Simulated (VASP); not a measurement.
# BiTe (Fm-3m) in VASP: notebook

The runs below take BiTe through single point, with PBE.

All numbers are computed with VASP 6.6.1; they aren't measurements. Logs are shortened: lines on timing, memory, paths and dates and some standing lists are left out, and cuts for length are marked.

### Step 1. The cell of the first run

It takes space group Fm-3m (No. 225, cubic). The conventional cell has a = 6.307 Å, b = 6.307 Å, c = 6.307 Å, α = 90.00°, β = 90.00°, γ = 90.00°. Within 4.1 Å of Bi (site symmetry m-3m) lie 6 Te at 3.15 Å. Te (site symmetry m-3m) has 6 Bi at 3.15 Å within 4.1 Å.

### Step 2. Single point, PBE (strain -0.030 along x and y, -0.030 along z)

INCAR reads:

```
SYSTEM = BiTe
  PREC = Accurate
  ENCUT = 520
  EDIFF = 1E-6
  ISMEAR = 0
  SIGMA = 0.15
  LREAL = .FALSE.
  LASPH = .TRUE.
  NELM = 100
  ALGO = Normal
  ISIF = 2
  LWAVE = .FALSE.
  LCHARG = .FALSE.
  GGA = PE
  NBANDS = 18
```

KPOINTS reads:

```
Automatic mesh
0
G
  16 16 16
  0 0 0
```

POSCAR reads:

```
BiTe
1.0
    0.0000000000      3.1536583361      3.1536583361
    3.1536583361      0.0000000000      3.1536583361
    3.1536583361      3.1536583361      0.0000000000
Bi Te
1 1
Direct
    0.0000000000      0.0000000000      0.0000000000
    0.5000000000      0.5000000000      0.5000000000
```

Potentials or basis: VASP PAW PBE potentials, release 64 (Bi_d, Te).

Launch:

```console
$ cat potpaw_PBE.64/Bi_d/POTCAR potpaw_PBE.64/Te/POTCAR > POTCAR
$ mpirun -np 1 vasp_std > vasp.out
```

OUTCAR:

```text
SYSTEM = BiTe
   PREC = Accurate
   ENCUT = 520
   EDIFF = 1E-6
   ISMEAR = 0
   LREAL = .FALSE.
   LASPH = .TRUE.
   NELM = 100
   ISIF = 2
   GGA = PE

 ion  position               nearest neighbor table
   1  0.000  0.000  0.000-   2 3.15   2 3.15   2 3.15   2 3.15   2 3.15   2 3.15
   2  0.500  0.500  0.500-   1 3.15   1 3.15   1 3.15   1 3.15   1 3.15   1 3.15

  LATTYP: Found a face centered cubic cell.
 ALAT       =     6.3073166722

  Lattice vectors:

 A1 = (   0.0000000000,   3.1536583361,   3.1536583361)
 A2 = (   3.1536583361,   0.0000000000,   3.1536583361)
 A3 = (   3.1536583361,   3.1536583361,   0.0000000000)

Analysis of symmetry for initial positions (statically):
=====================================================================
 Subroutine PRICEL returns:
 Original cell was already a primitive cell.

 Routine SETGRP: Setting up the symmetry group for a
 face centered cubic supercell.

 Subroutine GETGRP returns: Found 48 space group operations
 (whereof 48 operations were pure point group operations)
 out of a pool of 48 trial point group operations.

The static configuration has the point symmetry O_h .

Analysis of symmetry for dynamics (positions and initial velocities):
=====================================================================
 Subroutine PRICEL returns:
 Original cell was already a primitive cell.

 Routine SETGRP: Setting up the symmetry group for a
 face centered cubic supercell.

 Subroutine GETGRP returns: Found 48 space group operations
 (whereof 48 operations were pure point group operations)
 out of a pool of 48 trial point group operations.

The dynamic configuration has the point symmetry O_h .

 Subroutine INISYM returns: Found 48 space group operations
 (whereof 48 operations are pure point group operations),
 and found     1 'primitive' translations

----------------------------------------------------------------------------------------

                                     Primitive cell

  volume of cell :      62.7298

  direct lattice vectors                    reciprocal lattice vectors
     0.000000000  3.153658336  3.153658336    -0.158546027  0.158546027  0.158546027
     3.153658336  0.000000000  3.153658336     0.158546027 -0.158546027  0.158546027
     3.153658336  3.153658336  0.000000000     0.158546027  0.158546027 -0.158546027

  length of vectors
     4.459946390  4.459946390  4.459946390     0.274609774  0.274609774  0.274609774

  position of ions in fractional coordinates (direct lattice)
     0.000000000  0.000000000  0.000000000
     0.500000000  0.500000000  0.500000000

  ion indices of the primitive-cell ions
   primitive index   ion index
                 1           1
                 2           2

----------------------------------------------------------------------------------------

 KPOINTS: Automatic mesh

Automatic generation of k-mesh.
 Grid dimensions read from file:
 generate k-points for:   16   16   16

 Generating k-lattice:

  Cartesian coordinates                     Fractional coordinates (reciprocal lattice)
    -0.009909127  0.009909127  0.009909127     0.062500000  0.000000000  0.000000000
     0.009909127 -0.009909127  0.009909127     0.000000000  0.062500000  0.000000000
     0.009909127  0.009909127 -0.009909127     0.000000000  0.000000000  0.062500000

  Length of vectors
     0.017163111  0.017163111  0.017163111

  Shift w.r.t. Gamma in fractional coordinates (k-lattice)
     0.000000000  0.000000000  0.000000000

 Subroutine IBZKPT returns following result:
 ===========================================

 Found    145 irreducible k-points:

 Following reciprocal coordinates:
            Coordinates               Weight
  0.000000  0.000000  0.000000      1.000000
  0.062500  0.000000  0.000000      8.000000
  0.125000  0.000000  0.000000      8.000000
  0.187500  0.000000  0.000000      8.000000
  0.250000  0.000000  0.000000      8.000000
  0.312500  0.000000  0.000000      8.000000
[... 16 lines left out ...]
 -0.125000  0.062500  0.000000     24.000000
 -0.062500  0.062500  0.000000     12.000000
 [... further k-points ...]
   k-points           NKPTS =    145   k-points in BZ     NKDIM =    145   number of bands    NBANDS=     18
   number of dos      NEDOS =    301   number of ions     NIONS =      2
   total plane-waves  NPLWV =  46656
   dimension x,y,z NGX =    36 NGY =   36 NGZ =   36
   dimension x,y,z NGXF=    72 NGYF=   72 NGZF=   72
   ions per type =               1   1
   NGX,Y,Z   is equivalent  to a cutoff of  13.42, 13.42, 13.42 a.u.
   NGXF,Y,Z  is equivalent  to a cutoff of  26.84, 26.84, 26.84 a.u.
 SYSTEM =  BiTe
   PREC   = accura    normal or accurate (medium, high low for compatibility)
   ISTART =      0    job   : 0-new  1-cont  2-samecut
   ICHARG =      2    charge: 1-file 2-atom 10-const
   ISPIN  =      1    spin polarized calculation?
   LNONCOLLINEAR =      F non collinear calculations
   LSORBIT =      F    spin-orbit coupling
   LASPH  =      T    aspherical Exc in radial PAW
   ENCUT  =  520.0 eV  38.22 Ry    6.18 a.u.   8.29  8.29  8.29*2*pi/ulx,y,z
   NELM   =    100;   NELMIN=  2; NELMDL= -5     # of ELM steps
   EDIFF  = 0.1E-05   stopping-criterion for ELM
   LREAL  =      F    real-space projection
[... 7 lines left out ...]
   TEBEG  =    0.0;   TEEND  =   0.0 temperature during run
   PSTRESS=    0.0 pullay stress
   NELECT =      21.0000    total number of electrons
   NUPDOWN=      -1.0000    fix difference up-down
   EMIN   =  10.00;   EMAX   =-10.00  energy-range for DOS
   EFERMI =   0.00;   METHOD = LEGACY
   ISMEAR =     0;   SIGMA  =   0.15  broadening in eV -4-tet -1-fermi 0-gaus
   EFERMI_NEDOS =   21; number of points for ismear=-14 and -15
   IALGO  =     38    algorithm
   IMIX   =      4    mixing-type and parameters
     AMIX     =   0.40;   BMIX     =  1.00
     AMIX_MAG =   1.60;   BMIX_MAG =  1.00
  volume/ion in A,a.u.               =      31.36       211.66
  Fermi-wavevector in a.u.,A,eV,Ry     =   1.136728  2.148105 17.580781  1.292151
  Thomas-Fermi vector in A             =   2.273433
   LORBIT       =      0    0 simple, 1 ext, 2 COOP (PROOUT), +10 PAW based schemes
   GGA     = PE    functional components
   LHFCALC =     F    Hartree Fock is set to
   AEXX    =    0.0000 exact exchange contribution
   IVDW    =     0    specifies the selected vdW correction
   LEPSILON=     F    determine dielectric tensor
   LRPA    =     F    only Hartree local field effects (RPA)
 non-spin polarized calculation
 Gauss-broadening in eV      SIGMA  =   0.15
  energy-cutoff  :      520.00
  volume of cell :       62.73
 maximum number of plane-waves:      1709
 NGX is ok and might be reduce to    36
   NGX = 17   NGY = 17   NGZ = 17

 number of electron      21.0000000 magnetization

 Free energy of the ion-electron system (eV)
  ---------------------------------------------------
  ext. energy  EPLUGINS =         0.00000000
  ---------------------------------------------------
  free energy    TOTEN  =        -7.08961460 eV

  energy without entropy =       -7.07416665  energy(sigma->0) =       -7.08189062

 E-fermi :   7.6197     XC(G=0):  -9.7806

 val. band max:        7.6040377071   @ k =  -0.3750   0.2500   0.0625
 cond. band min:       7.6251474703   @ k =  -0.2500   0.0625   0.0000
 fundamental gap:      0.0211097632
 Fermi energy:         7.6196644264

 k-point     1 :       0.0000    0.0000    0.0000
  band No.  band energies     occupation
      1     -15.5776      2.00000
      2     -15.5776      2.00000
      3     -15.5696      2.00000
      4     -15.5696      2.00000
      5     -15.5696      2.00000
      6      -6.4697      2.00000
[... 10 lines left out ...]
     17      13.9509      0.00000
     18      14.1031      0.00000

 k-point     2 :       0.0625    0.0000    0.0000
  band No.  band energies     occupation
      1     -15.5778      2.00000
      2     -15.5778      2.00000
      3     -15.5695      2.00000
      4     -15.5693      2.00000
      5     -15.5693      2.00000
      6      -6.4312      2.00000
[... 10 lines left out ...]
     17      14.2714      0.00000
     18      14.3732      0.00000

 k-point     3 :       0.1250    0.0000    0.0000
  band No.  band energies     occupation
      1     -15.5784      2.00000
      2     -15.5784      2.00000
      3     -15.5692      2.00000
      4     -15.5684      2.00000
      5     -15.5684      2.00000
      6      -6.3158      2.00000
[... 10 lines left out ...]
     17      15.0039      0.00000
     18      15.1251      0.00000

 k-point     4 :       0.1875    0.0000    0.0000
  band No.  band energies     occupation
      1     -15.5794      2.00000
      2     -15.5794      2.00000
      3     -15.5688      2.00000
      4     -15.5669      2.00000
      5     -15.5669      2.00000
      6      -6.1246      2.00000
[... 10 lines left out ...]
     17      15.9193      0.00000
     18      16.0369      0.00000

 k-point     5 :       0.2500    0.0000    0.0000
  band No.  band energies     occupation
      1     -15.5807      2.00000
      2     -15.5807      2.00000
      3     -15.5684      2.00000
      4     -15.5651      2.00000
      5     -15.5651      2.00000
      6      -5.8595      2.00000
[... 10 lines left out ...]
     17      16.9043      0.00000
     18      17.0426      0.00000

 k-point     6 :       0.3125    0.0000    0.0000
  band No.  band energies     occupation
      1     -15.5821      2.00000
      2     -15.5821      2.00000
      3     -15.5679      2.00000
      4     -15.5632      2.00000
      5     -15.5632      2.00000
      6      -5.5236      2.00000
[... 10 lines left out ...]
     17      17.5498      0.00000
     18      18.1142      0.00000

 k-point     7 :       0.3750    0.0000    0.0000
  band No.  band energies     occupation
      1     -15.5833      2.00000
      2     -15.5833      2.00000
      3     -15.5676      2.00000
      4     -15.5615      2.00000
      5     -15.5615      2.00000
      6      -5.1222      2.00000
[... 10 lines left out ...]
     17      17.2766      0.00000
     18      18.5122      0.00000

 k-point     8 :       0.4375    0.0000    0.0000
  band No.  band energies     occupation
      1     -15.5841      2.00000
      2     -15.5841      2.00000
      3     -15.5673      2.00000
      4     -15.5604      2.00000
      5     -15.5604      2.00000
      6      -4.6682      2.00000
[... 10 lines left out ...]
     17      16.4012      0.00000
     18      17.5796      0.00000
[... 229 lines left out ...]
     17      16.6162      0.00000
     18      17.9283      0.00000

 k-point    20 :      -0.3125    0.0625    0.0000
  band No.  band energies     occupation
      1     -15.5830      2.00000
      2     -15.5821      2.00000
      3     -15.5677      2.00000
      4     -15.5630      2.00000
      5     -15.5620      2.00000
      6      -5.3666      2.00000
[... 10 lines left out ...]
     17      17.1175      0.00000
     18      17.8471      0.00000

 k-point    21 :      -0.2500    0.0625    0.0000
  band No.  band energies     occupation
      1     -15.5819      2.00000
      2     -15.5806      2.00000
      3     -15.5682      2.00000
      4     -15.5649      2.00000
      5     -15.5637      2.00000
      6      -5.7234      2.00000
[... 10 lines left out ...]
     17      16.3145      0.00000
     18      17.6955      0.00000

 k-point    22 :      -0.1875    0.0625    0.0000
  band No.  band energies     occupation
      1     -15.5806      2.00000
      2     -15.5792      2.00000
      3     -15.5687      2.00000
      4     -15.5667      2.00000
      5     -15.5655      2.00000
      6      -6.0113      2.00000
[... 10 lines left out ...]
     17      15.3902      0.00000
     18      16.6166      0.00000

 k-point    23 :      -0.1250    0.0625    0.0000
  band No.  band energies     occupation
      1     -15.5795      2.00000
      2     -15.5782      2.00000
      3     -15.5692      2.00000
      4     -15.5681      2.00000
      5     -15.5672      2.00000
      6      -6.2267      2.00000
[... 10 lines left out ...]
     17      14.6697      0.00000
     18      15.5440      0.00000

 k-point    24 :      -0.0625    0.0625    0.0000
  band No.  band energies     occupation
      1     -15.5785      2.00000
      2     -15.5777      2.00000
      3     -15.5695      2.00000
      4     -15.5690      2.00000
      5     -15.5685      2.00000
      6      -6.3671      2.00000
[... 10 lines left out ...]
     17      14.3313      0.00000
     18      14.7174      0.00000

 [... further k-points ...]

------------------------ aborting loop because EDIFF is reached ----------------------------------------

  FORCE on cell =-STRESS in cart. coord.  units (eV):
  Direction    XX          YY          ZZ          XY          YZ          ZX
  --------------------------------------------------------------------------------------
  -------------------------------------------------------------------------------------
  Total        2.0714810      2.0714810      2.0714810      0.0000000      0.0000000     -0.0000000
  in kB       52.9075469     52.9075469     52.9075469      0.0000000      0.0000000     -0.0000000
  external PRESSURE =      52.9075469 kB  Pullay stress =       0.0000000 kB

 VOLUME and BASIS-vectors are now :
 -----------------------------------------------------------------------------
  energy-cutoff  :      520.00
  volume of cell :       62.73
      direct lattice vectors                 reciprocal lattice vectors
     0.000000000  3.153658336  3.153658336    -0.158546027  0.158546027  0.158546027
     3.153658336  0.000000000  3.153658336     0.158546027 -0.158546027  0.158546027
     3.153658336  3.153658336  0.000000000     0.158546027  0.158546027 -0.158546027

 POSITION                                       TOTAL-FORCE (eV/Angst)
 -----------------------------------------------------------------------------------
      0.00000      0.00000      0.00000        -0.000000     -0.000000     -0.000000
      3.15366      3.15366      3.15366         0.000000      0.000000      0.000000
 -----------------------------------------------------------------------------------
    total drift:                               -0.000000      0.000000      0.000000

  FREE ENERGIE OF THE ION-ELECTRON SYSTEM (eV)
  ---------------------------------------------------
  free  energy   TOTEN  =        -7.0896145979 eV

  energy  without entropy=       -7.0741666478  energy(sigma->0) =       -7.08189062
```

Run time: 80 s. Hardware: 1 thread of AMD EPYC 9R45 (Zen 5), shared host; peak memory 0.29 GiB.

Results:

- Free energy: -7.0896 eV
- Pressure: 5.3 GPa
- Band gap on the k mesh: zero (an odd number of electrons rules out a gap without spin polarisation)

Caveat: the cell differs from its parent crystal (strain -0.030 along x and y, -0.030 along z); the cell stands under pressure; spin-orbit coupling is left out, which moves the levels of the heavy elements; an odd number of electrons without spin polarisation forces a metal; a magnetic or distorted state may lie lower.

(Part 1 of 2 ends here.)

The gap in the log of VASP goes by the Fermi energy; the results here count the filled bands.